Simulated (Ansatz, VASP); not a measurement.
## One calculation of Al2Cu, two programs

```xyz
6
Lattice="-3.0262 3.0262 2.4416 3.0262 -3.0262 2.4416 3.0262 3.0262 -2.4416" Properties=species:S:1:pos:R:3 pbc="T T T"
Al    4.1724    0.7750    0.0000
Al    1.8799    0.7750    2.4416
Al   -1.1463    2.2512    2.4416
Al    1.1463    2.2512    0.0000
Cu    0.0000    0.0000    3.6624
Cu    0.0000    0.0000    1.2208
```

Change from the starting cell: mode 11 (240.3 1/cm) frozen in, largest displacement +0.263 Å.

Alike in both runs: task single point; functional PBE; k mesh 12 × 12 × 12; occupations gaussian, width 0.15 eV; no spin polarisation.

```csv
,VASP,Ansatz
version,VASP 6.6.1,Ansatz 0.2.0
potentials or method,"VASP PAW PBE potentials, release 64 (Al, Cu), cutoff 520 eV","scalar-relativistic, plane waves, PAW"
valence electrons in the cell,34,50
```

|  | VASP | Ansatz | Ansatz less VASP |
| --- | --- | --- | --- |
| gap on the k mesh at the Fermi level (eV) | none | none | - |
| pressure (GPa) | 5.2 | 5.0 | -0.11 |
| traceless stress, the component that is largest in VASP (GPa) | -7.65 | -7.53 | +0.111 |
| rms of the force components (eV/Å) | 0.815 | 0.814 | -0.0014 |

Atom by atom the forces differ by 0.002 eV/Å (rms over components). A gap of «none» marks a metal or a gap that the smearing closes. The functional is the same, so the differences come from potentials, cutoffs and numerics. VASP's potentials hold 34 valence electrons a cell and Ansatz's 50, so a difference there can come from the potentials and not from the codes.
